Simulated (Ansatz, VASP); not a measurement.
## WC in VASP and in Ansatz

```
CELL_PARAMETERS angstrom
0.00000 2.19268 2.19268
2.19268 0.00000 2.19268
2.19268 2.19268 0.00000
ATOMIC_POSITIONS crystal
W 0.00000 0.00000 0.00000
C 0.50000 0.50000 0.50000
```

Alike in both runs: task single point; functional PBE; k mesh 20 × 20 × 20; occupations gaussian, width 0.15 eV; no spin polarisation.

|  | VASP | Ansatz |
| --- | --- | --- |
| version | VASP 6.6.1 | Ansatz 0.2.0 |
| potentials or method | VASP PAW PBE potentials, release 64 (W_sv, C), cutoff 520 eV | scalar-relativistic, plane waves, PAW |
| valence electrons in the cell | 18 | 18 |

VASP gave:

* gap on the k mesh at the Fermi level (eV): none
* pressure (GPa): -0.4

Task: What did Ansatz give for the same quantities?

Result: gap on the k mesh at the Fermi level (eV): none; pressure (GPa): -1.3.

A gap of «none» marks a metal or a gap that the smearing closes.

Spin-orbit coupling is off throughout.
